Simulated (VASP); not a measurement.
Sb3C5, 8 atoms in the cell. The structure is cubic, space group Pm-3m (No. 221). The conventional cell has a = 5.658 Å, b = 5.658 Å, c = 5.658 Å, α = 90.00°, β = 90.00°, γ = 90.00°. Sb (site symmetry 4/mmm) has 6 C at 2.83 Å within 3.7 Å. C (site symmetry 4/mmm) has 4 Sb at 2.83 Å and 2 C at 2.83 Å within 3.7 Å. Within 3.7 Å of C (site symmetry m-3m) lie 6 Sb at 2.83 Å. Within 3.7 Å of C (site symmetry m-3m) lie 6 C at 2.83 Å. The cell was generated, and may not be a known phase.

- Program: VASP 6.6.1
- Task: relaxation of cell and atoms
- Functional: PBE
- Potentials or basis: VASP PAW PBE potentials, release 64 (Sb, C)
- Cutoff: 600 eV
- k mesh: 4 × 4 × 4
- Occupations: gaussian, width 0.1 eV
- Spin: no spin polarisation
- Dipole correction: no
- Further INCAR settings: ALGO = Normal; EDIFF = 1e-06; IBRION = 2; EDIFFG = -0.04; NSW = 90; ISIF = 3

Potentials or basis: VASP PAW PBE potentials, release 64 (Sb, C).

Run with:

```sh
$ cat potpaw_PBE.64/Sb/POTCAR potpaw_PBE.64/C/POTCAR > POTCAR
$ mpirun -np 1 vasp_std > vasp.out
```

Hardware: 1 thread of AMD EPYC 7R13, on a shared host.

Q: Estimate the wall time of this run.

A: It took 6.4 min on 1 thread of AMD EPYC 7R13, on a shared host, peak memory 0.33 GiB. Counts: scf iterations 56, k points 10, ion steps 6.
